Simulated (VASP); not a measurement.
A run of VASP 6.6.1:

INCAR

```
SYSTEM = CdTe
PREC = Accurate
ENCUT = 520
EDIFF = 1E-6
ISMEAR = 0
SIGMA = 0.01
LREAL = .FALSE.
LASPH = .TRUE.
NELM = 80
ALGO = Normal
ISIF = 2
LWAVE = .FALSE.
LCHARG = .FALSE.
GGA = PE
NBANDS = 16
```

Contents of KPOINTS:

```
regular mesh
0
G
  4 4 4
  0 0 0
```

File POSCAR:

```
CdTe
1.0
    0.0000000000      3.2799551172      3.2799551172
    3.2799551172      0.0000000000      3.2799551172
    3.2799551172      3.2799551172      0.0000000000
Cd Te
1 1
Direct
    0.0000000000      0.0000000000      0.0000000000
    0.2500000000      0.2500000000      0.2500000000
```

Potentials or basis: VASP PAW PBE potentials, release 64 (Cd, Te).

The run is started by

```sh
$ cat potpaw_PBE.64/Cd/POTCAR potpaw_PBE.64/Te/POTCAR > POTCAR
$ mpirun -np 1 vasp_std > vasp.out
```

Hardware: 1 thread of AMD EPYC 7R13, on a shared host.

Problem. Estimate the wall time of this run.

Solution. Wall time 28 s on 1 thread of AMD EPYC 7R13 (shared host), peak memory 0.17 GiB. Counts: scf iterations 13, k points 8.
